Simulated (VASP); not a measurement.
# Li16H (a cell with a defect) in VASP: notebook, part 2 of 2

VASP 6.6.1. The steps go on from the part before.

### Step 3. Single point, PBEsol

Input file INCAR:

```
ALGO = Normal
EDIFF = 1E-7
ENCUT = 520
GGA = PS
ISIF = 2
ISMEAR = -1
LASPH = T
LCHARG = F
LREAL = Auto
LWAVE = F
NBANDS = 38
NELM = 80
PREC = Accurate
SIGMA = 0.15
```

Input file KPOINTS:

```
k-points
0
Gamma
  3 3 3
```

Input file POSCAR:

```
Li16H
1.0
    6.9800000000      0.0000000000      0.0000000000
    0.0000000000      6.9800000000      0.0000000000
    0.0000000000      0.0000000000      6.9800000000
Li H
16 1
Direct
    0.0374068768     -0.0531805158     -0.0100143266
    0.4666618911     -0.0060171920     -0.0304871060
    0.1416905444      0.5457020057      0.0859455587
   -0.0177363897      0.0433524355      0.5255730659
    0.2280945559      0.1630659026      0.2399426934
    0.4586819484      0.5241977077     -0.0350000000
    0.5252148997     -0.0465329513      0.5542979943
    0.8058022923      0.2883237822      0.1258452722
    0.0970487106      0.4945128940      0.4564613181
    0.3487535817      0.7778223496      0.2470630372
    0.2004441261      0.2168481375      0.8275358166
    0.5196275072      0.4109025788      0.3308309456
    0.8410458453      0.8296991404      0.2861461318
    0.7068481375      0.2760601719      0.7087679083
    0.2225501433      0.7080372493      0.6468338109
    0.7563753582      0.7440257880      0.7986962751
   -0.0551862464      0.0668911175      0.2649426934
```

Potentials or basis: VASP PAW PBE potentials, release 64 (Li_sv, H).

Started as:

```console
> cat potpaw_PBE.64/Li_sv/POTCAR potpaw_PBE.64/H/POTCAR > POTCAR
> mpirun -np 1 vasp_std > vasp.out
```

OUTCAR:

```text
EDIFF = 1E-7
   ENCUT = 520
   GGA = PS
   ISIF = 2
   ISMEAR = -1
   LASPH = T
   LREAL = Auto
   NELM = 80
   PREC = Accurate

 ion  position               nearest neighbor table
   1  0.037  0.947  0.990-  11 2.48
   2  0.467  0.994  0.970-  10 2.59
   3  0.142  0.546  0.086-   6 2.37  10 2.45
   4  0.982  0.043  0.526-  13 2.45
   5  0.228  0.163  0.240-
   6  0.459  0.524  0.965-   3 2.37
   7  0.525  0.953  0.554-
   8  0.806  0.288  0.126-  12 2.60
   9  0.097  0.495  0.456-  15 2.18
  10  0.349  0.778  0.247-   3 2.45   2 2.59
  11  0.200  0.217  0.828-   1 2.48
  12  0.520  0.411  0.331-   8 2.60
  13  0.841  0.830  0.286-   4 2.45
  14  0.707  0.276  0.709-
  15  0.223  0.708  0.647-   9 2.18
  16  0.756  0.744  0.799-
  17  0.945  0.067  0.265-

  LATTYP: Found a simple cubic cell.
 ALAT       =     6.9800000000

  Lattice vectors:

 A1 = (   6.9800000000,   0.0000000000,   0.0000000000)
 A2 = (   0.0000000000,   6.9800000000,   0.0000000000)
 A3 = (   0.0000000000,   0.0000000000,   6.9800000000)

Analysis of symmetry for initial positions (statically):
=====================================================================
 Subroutine PRICEL returns:
 Original cell was already a primitive cell.

 Routine SETGRP: Setting up the symmetry group for a
 simple cubic supercell.

 Subroutine GETGRP returns: Found  1 space group operations
 (whereof  1 operations were pure point group operations)
 out of a pool of 48 trial point group operations.

The static configuration has the point symmetry C_1 .

[... 147 lines left out ...]
   EFERMI_NEDOS =   21; number of points for ismear=-14 and -15
   IALGO  =     38    algorithm
   IMIX   =      4    mixing-type and parameters
     AMIX     =   0.40;   BMIX     =  1.00
     AMIX_MAG =   1.60;   BMIX_MAG =  1.00
  volume/ion in A,a.u.               =      20.00       134.99
  Fermi-wavevector in a.u.,A,eV,Ry     =   0.858258  1.621873 10.022155  0.736608
  Thomas-Fermi vector in A             =   1.975436
   LORBIT       =      0    0 simple, 1 ext, 2 COOP (PROOUT), +10 PAW based schemes
   GGA     = PS    functional components
   LHFCALC =     F    Hartree Fock is set to
   AEXX    =    0.0000 exact exchange contribution
   IVDW    =     0    specifies the selected vdW correction
   LEPSILON=     F    determine dielectric tensor
   LRPA    =     F    only Hartree local field effects (RPA)
 non-spin polarized calculation
  energy-cutoff  :      520.00
  volume of cell :      340.07
 maximum number of plane-waves:      9180
 NGX is ok and might be reduce to    54
   NGX = 25   NGY = 25   NGZ = 25

 number of electron      49.0000008 magnetization

 Free energy of the ion-electron system (eV)
  ---------------------------------------------------
  ext. energy  EPLUGINS =         0.00000000
  ---------------------------------------------------
  free energy    TOTEN  =       -32.92588244 eV

  energy without entropy =      -32.41450055  energy(sigma->0) =      -32.67019149

 E-fermi :   0.5248     XC(G=0):  -6.9195

 val. band max:        0.5174266209   @ k =   0.0000   0.3333   0.3333
 cond. band min:       0.5248113410   @ k =   0.3333   0.0000   0.3333
 fundamental gap:      0.0073847201
 Fermi energy:         0.5247988773

 k-point     1 :       0.0000    0.0000    0.0000
  band No.  band energies     occupation
      1     -45.8931      2.00000
      2     -45.8492      2.00000
      3     -45.8138      2.00000
      4     -45.7830      2.00000
      5     -45.7782      2.00000
      6     -45.7387      2.00000
[... 535 lines left out ...]
     35       3.4780      0.00000
     36       3.8254      0.00000
 [bands above 36 left out]

------------------------ aborting loop because EDIFF is reached ----------------------------------------

  FORCE on cell =-STRESS in cart. coord.  units (eV):
  Direction    XX          YY          ZZ          XY          YZ          ZX
  --------------------------------------------------------------------------------------
  -------------------------------------------------------------------------------------
  Total        0.1997281      0.2729108      1.5623653      1.4931193      1.9190499     -0.5852396
  in kB        0.9409867      1.2857754      7.3608321      7.0345906      9.0412939     -2.7572621
  external PRESSURE =       3.1958647 kB  Pullay stress =       0.0000000 kB

 VOLUME and BASIS-vectors are now :
 -----------------------------------------------------------------------------
  energy-cutoff  :      520.00
  volume of cell :      340.07
      direct lattice vectors                 reciprocal lattice vectors
     6.980000000  0.000000000  0.000000000     0.143266476  0.000000000  0.000000000
     0.000000000  6.980000000  0.000000000     0.000000000  0.143266476  0.000000000
     0.000000000  0.000000000  6.980000000     0.000000000  0.000000000  0.143266476

 POSITION                                       TOTAL-FORCE (eV/Angst)
 -----------------------------------------------------------------------------------
      0.26110      6.60880      6.91010        -0.255289     -0.137581      0.104625
      3.25730      6.93800      6.76720         0.492964      0.024069     -0.072454
      0.98900      3.80900      0.59990        -0.881529     -0.074620     -0.430147
      6.85620      0.30260      3.66850         0.160587      0.075475      0.079877
      1.59210      1.13820      1.67480        -0.250743      0.012887      0.316222
      3.20160      3.65890      6.73570         0.472625     -0.131886     -0.422355
[... 9 lines left out ...]
      5.27950      5.19330      5.57490         0.237054     -0.317614     -0.161819
      6.59480      0.46690      1.84930         0.249904      0.155273     -0.354464
 -----------------------------------------------------------------------------------
    total drift:                               -0.004766      0.006111      0.016038

  FREE ENERGIE OF THE ION-ELECTRON SYSTEM (eV)
  ---------------------------------------------------
  free  energy   TOTEN  =       -32.9258824376 eV

  energy  without entropy=      -32.4145005491  energy(sigma->0) =      -32.67019149
```

It took 4.6 min on 1 thread of Intel Xeon Platinum 8488C (Sapphire Rapids), shared host; peak memory 0.41 GiB.

Results:

- Free energy: -32.9259 eV
- Largest force: 1.137 eV/Å
- Band gap on the k mesh: zero (an odd number of electrons rules out a gap without spin polarisation)

Forces on the atoms (eV/Å):
```
Li  -0.255 -0.138  0.105
Li   0.493  0.024 -0.072
Li  -0.882 -0.075 -0.430
Li   0.161  0.075  0.080
Li  -0.251  0.013  0.316
Li   0.473 -0.132 -0.422
Li  -0.167  0.209 -0.143
Li   0.365 -0.437  0.061
Li  -0.650 -0.669 -0.155
Li   0.124  0.126  0.361
Li   0.161  0.610 -0.653
Li  -0.156  0.187  0.587
Li  -0.388 -0.481 -0.105
Li   0.122  0.224  0.112
Li   0.365  0.626  0.876
Li   0.237 -0.318 -0.162
H    0.250  0.155 -0.354
```

Caveat: the cutoff is under 1.25 times the usual one of these potentials, so pressure, stress and relaxed cells hold a basis-set (Pulay) error; the PAW data sets were made with another functional, which shifts forces and pressure a little.

### Step 4. Single point, PBEsol

Input file INCAR:

```
SYSTEM = Li16H
PREC     = Accurate       ! precision mode
ENCUT    = 520            ! plane-wave cutoff, eV
EDIFF    = 1E-6           ! SCF threshold, eV
ISMEAR   = -1             ! smearing method
SIGMA    = 0.15           ! smearing width, eV
LREAL    = Auto         
LASPH    = .TRUE.         ! aspherical terms in the spheres
NELM     = 80             ! most SCF steps
ALGO     = Normal         ! electronic algorithm
ISIF     = 2              ! what is computed and relaxed
LWAVE    = .FALSE.        ! write WAVECAR
LCHARG   = .TRUE.         ! write CHGCAR
GGA      = PS             ! functional
LELF     = .TRUE.         ! ELF
LVHAR    = .TRUE.       
NBANDS   = 38             ! bands
```

Input file KPOINTS:

```
regular mesh
0
G
  3 3 3
  0 0 0
```

Input file POSCAR:

```
Li16H
1.0
    6.9800000000      0.0000000000      0.0000000000
    0.0000000000      6.9800000000      0.0000000000
    0.0000000000      0.0000000000      6.9800000000
Li H
16 1
Direct
   -0.0091117479     -0.0055014327      0.1028510029
    0.4309742120      0.0404584527     -0.0536103152
   -0.1010028653      0.4687106017      0.1046418338
    0.0726217765     -0.0403008596      0.5423209169
    0.2915902579      0.2118624642      0.2435100287
    0.3962320917      0.4173925501     -0.2078510029
    0.5351002865     -0.1671060172      0.6147421203
    0.6991977077      0.1471060172      0.2301432665
    0.0804871060      0.4514899713      0.5203868195
    0.3418624642      0.7520630372      0.1900573066
    0.0864469914      0.2342693410      0.9086103152
    0.5504871060      0.4847994269      0.2792263610
    0.7645702006      0.7570057307      0.2884957020
    0.7307163324      0.2780372493      0.7242836676
    0.1999283668      0.7237535817      0.9058022923
    0.7377507163      0.7765042980      0.9384957020
    0.0101289398      0.2504154728      0.1253008596
```

Potentials or basis: VASP PAW PBE potentials, release 64 (Li_sv, H).

Started as:

```console
> cat potpaw_PBE.64/Li_sv/POTCAR potpaw_PBE.64/H/POTCAR > POTCAR
> mpirun -np 1 vasp_std > vasp.out
```

OUTCAR:

```text
SYSTEM = Li16H
   PREC = Accurate
   ENCUT = 520
   EDIFF = 1E-6
   ISMEAR = -1
   LREAL = Auto
   LASPH = .TRUE.
   NELM = 80
   ISIF = 2
   GGA = PS

 ion  position               nearest neighbor table
   1  0.991  0.994  0.103-  11 2.25   8 2.46  16 2.60
   2  0.431  0.040  0.946-   5 2.58
   3  0.899  0.469  0.105-  17 1.72  11 2.50  13 2.56
   4  0.073  0.960  0.542-
   5  0.292  0.212  0.244-   2 2.58
   6  0.396  0.417  0.792-  14 2.57
   7  0.535  0.833  0.615-
   8  0.699  0.147  0.230-   1 2.46  12 2.60
   9  0.080  0.451  0.520-
  10  0.342  0.752  0.190-  15 2.23  12 2.45
  11  0.086  0.234  0.909-  17 1.61   1 2.25   3 2.50
  12  0.550  0.485  0.279-  13 2.42  10 2.45   8 2.60
  13  0.765  0.757  0.288-  12 2.42  16 2.45   3 2.56
  14  0.731  0.278  0.724-   6 2.57
  15  0.200  0.724  0.906-  10 2.23
  16  0.738  0.777  0.938-  13 2.45   1 2.60
  17  0.010  0.250  0.125-  11 1.61   3 1.72

  LATTYP: Found a simple cubic cell.
 ALAT       =     6.9800000000

  Lattice vectors:

 A1 = (   6.9800000000,   0.0000000000,   0.0000000000)
 A2 = (   0.0000000000,   6.9800000000,   0.0000000000)
 A3 = (   0.0000000000,   0.0000000000,   6.9800000000)

Analysis of symmetry for initial positions (statically):
=====================================================================
 Subroutine PRICEL returns:
 Original cell was already a primitive cell.

 Routine SETGRP: Setting up the symmetry group for a
 simple cubic supercell.

 Subroutine GETGRP returns: Found  1 space group operations
 (whereof  1 operations were pure point group operations)
 out of a pool of 48 trial point group operations.
[... 150 lines left out ...]
   EFERMI_NEDOS =   21; number of points for ismear=-14 and -15
   IALGO  =     38    algorithm
   IMIX   =      4    mixing-type and parameters
     AMIX     =   0.40;   BMIX     =  1.00
     AMIX_MAG =   1.60;   BMIX_MAG =  1.00
  volume/ion in A,a.u.               =      20.00       134.99
  Fermi-wavevector in a.u.,A,eV,Ry     =   0.858258  1.621873 10.022155  0.736608
  Thomas-Fermi vector in A             =   1.975436
   LORBIT       =      0    0 simple, 1 ext, 2 COOP (PROOUT), +10 PAW based schemes
   GGA     = PS    functional components
   LHFCALC =     F    Hartree Fock is set to
   AEXX    =    0.0000 exact exchange contribution
   IVDW    =     0    specifies the selected vdW correction
   LEPSILON=     F    determine dielectric tensor
   LRPA    =     F    only Hartree local field effects (RPA)
 non-spin polarized calculation
  energy-cutoff  :      520.00
  volume of cell :      340.07
 maximum number of plane-waves:      9180
 NGX is ok and might be reduce to    54
   NGX = 25   NGY = 25   NGZ = 25

 number of electron      49.0000001 magnetization

 Free energy of the ion-electron system (eV)
  ---------------------------------------------------
  ext. energy  EPLUGINS =         0.00000000
  ---------------------------------------------------
  free energy    TOTEN  =       -32.14554157 eV

  energy without entropy =      -31.63670032  energy(sigma->0) =      -31.89112095

 E-fermi :   0.5163     XC(G=0):  -6.8982

 val. band max:        0.4951687900   @ k =   0.3333   0.3333   0.3333
 cond. band min:       0.5761226926   @ k =   0.0000   0.0000   0.3333
 fundamental gap:      0.0809539026
 Fermi energy:         0.5162867449

 k-point     1 :       0.0000    0.0000    0.0000
  band No.  band energies     occupation
      1     -46.0474      2.00000
      2     -46.0086      2.00000
      3     -45.9714      2.00000
      4     -45.8754      2.00000
      5     -45.8346      2.00000
      6     -45.7248      2.00000
[... 535 lines left out ...]
     35       3.4171      0.00000
     36       3.8686      0.00000
 [bands above 36 left out]

------------------------ aborting loop because EDIFF is reached ----------------------------------------

  FORCE on cell =-STRESS in cart. coord.  units (eV):
  Direction    XX          YY          ZZ          XY          YZ          ZX
  --------------------------------------------------------------------------------------
  -------------------------------------------------------------------------------------
  Total        2.3769411      3.1387916      1.4891829     -1.5897130      0.5272770     -1.3112005
  in kB       11.1985744     14.7879098      7.0160450     -7.4896761      2.4841805     -6.1775097
  external PRESSURE =      11.0008430 kB  Pullay stress =       0.0000000 kB

 VOLUME and BASIS-vectors are now :
 -----------------------------------------------------------------------------
  energy-cutoff  :      520.00
  volume of cell :      340.07
      direct lattice vectors                 reciprocal lattice vectors
     6.980000000  0.000000000  0.000000000     0.143266476  0.000000000  0.000000000
     0.000000000  6.980000000  0.000000000     0.000000000  0.143266476  0.000000000
     0.000000000  0.000000000  6.980000000     0.000000000  0.000000000  0.143266476

 POSITION                                       TOTAL-FORCE (eV/Angst)
 -----------------------------------------------------------------------------------
      6.91640      6.94160      0.71790         0.319245     -0.074240      0.207877
      3.00820      0.28240      6.60580         0.344059     -0.040831     -0.215382
      6.27500      3.27160      0.73040         0.435044     -0.105790     -0.084769
      0.50690      6.69870      3.78540         0.000119     -0.033828      0.235717
      2.03530      1.47880      1.69970        -0.559318      0.049733      0.205236
      2.76570      2.91340      5.52920         0.187471      0.309121      0.006466
[... 9 lines left out ...]
      5.14950      5.42000      6.55070        -0.178535     -0.231751     -0.619537
      0.07070      1.74790      0.87460        -0.108584     -0.376328      0.705219
 -----------------------------------------------------------------------------------
    total drift:                                0.007047      0.006168     -0.006000

  FREE ENERGIE OF THE ION-ELECTRON SYSTEM (eV)
  ---------------------------------------------------
  free  energy   TOTEN  =       -32.1455415745 eV

  energy  without entropy=      -31.6367003166  energy(sigma->0) =      -31.89112095
```

stdout:

```text
POSCAR found type information on POSCAR LiH
 POSCAR found :  2 types and      17 ions
 scaLAPACK will be used
 -----------------------------------------------------------------------------
|                                                                             |
|                                                                             |
|     You enforced a specific xc type in the INCAR file but a different       |
|     I HOPE YOU KNOW WHAT YOU ARE DOING!                                     |
|                                                                             |
 -----------------------------------------------------------------------------

 LDA part: xc-table for (Slater+PW92), standard interpolation
 POSCAR, INCAR and KPOINTS ok, starting setup
 FFT: planning ... GRIDC
 FFT: planning ... GRID_SOFT
 FFT: planning ... GRID
 WAVECAR not read
 entering main loop
```

It took 4.2 min on 1 thread of Intel Xeon Platinum 8488C (Sapphire Rapids), shared host; peak memory 0.41 GiB.

Results:

* Free energy: -32.1455 eV
* Largest force: 1.054 eV/Å
* Band gap on the k mesh: zero (an odd number of electrons rules out a gap without spin polarisation)

Forces on the atoms (eV/Å):
```
Li   0.319 -0.074  0.208
Li   0.344 -0.041 -0.215
Li   0.435 -0.106 -0.085
Li   0.000 -0.034  0.236
Li  -0.559  0.050  0.205
Li   0.187  0.309  0.006
Li  -0.220  0.069 -0.374
Li   0.133 -0.004  0.176
Li  -0.172  0.296 -0.075
Li  -0.069  0.316  0.813
Li   0.274  0.132 -1.009
Li  -0.299 -0.259  0.265
Li   0.310  0.273  0.829
Li   0.227 -0.173 -0.264
Li  -0.625 -0.147 -0.802
Li  -0.179 -0.232 -0.620
H   -0.109 -0.376  0.705
```

Caveat: the cutoff is under 1.25 times the usual one of these potentials, so pressure, stress and relaxed cells hold a basis-set (Pulay) error; the PAW data sets were made with another functional, which shifts forces and pressure a little.

### Step 5. Overview

```csv
cell,gap on the mesh (eV),largest force (eV/Å)
"as given, atomic positions A",none,1.40
"as given, atomic positions B",none,1.14
"as given, atomic positions C",none,1.05
```

Alike in all rows: task single point; level PBEsol; potentials or basis VASP PAW PBE potentials, release 64 (Li_sv, H); no spin polarisation; k mesh 3 × 3 × 3; cutoff (eV) 520; smearing fermi-dirac 0.15 eV.

Caveats: the cutoff is under 1.25 times the usual one of these potentials, so pressure, stress and relaxed cells hold a basis-set (Pulay) error; the PAW data sets were made with another functional, which shifts forces and pressure a little.

Total energies depend on the potentials used, so only differences within one code and one set of settings carry meaning.

The gap in the log of VASP goes by the Fermi energy; the results here count the filled bands.